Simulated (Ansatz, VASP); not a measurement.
Two plane-wave programs on MgF2

```
CELL_PARAMETERS angstrom
4.63829 0.00000 0.00000
0.00000 4.63829 0.00000
0.00000 0.00000 3.06256
ATOMIC_POSITIONS crystal
Mg 0.00000 0.00000 0.00000
Mg 0.50000 0.50000 0.50000
F 0.30339 0.30339 0.00000
F 0.19661 0.80339 0.50000
F 0.69661 0.69661 0.00000
F 0.80339 0.19661 0.50000
```

Alike in both runs: functional PBEsol; k mesh 6 × 6 × 8; occupations gaussian, width 0.02 eV; no spin polarisation.

Ansatz relaxed the structure, and its values are those at the end. VASP's run is a single point on that final structure, the one shown.

```csv
,VASP,Ansatz
version,VASP 6.6.1,Ansatz 0.2.0
potentials or method,"VASP PAW PBE potentials, release 64 (Mg, F), cutoff 600 eV","scalar-relativistic, plane waves, PAW"
valence electrons in the cell,32,48
```

Ansatz gave:

```
gap on the k mesh at the Fermi level (eV) : 6.89
least direct gap on the mesh (eV)         : 6.89
pressure (GPa)                            : 0.0
```

Question: What did VASP give for the same quantities?

Answer: gap on the k mesh at the Fermi level (eV): 6.86; least direct gap on the mesh (eV): 6.86; pressure (GPa): -0.9.

VASP's potentials were made for PBE, not for PBEsol. VASP's potentials hold 32 valence electrons a cell and Ansatz's 48, so a difference there can come from the potentials and not from the codes.
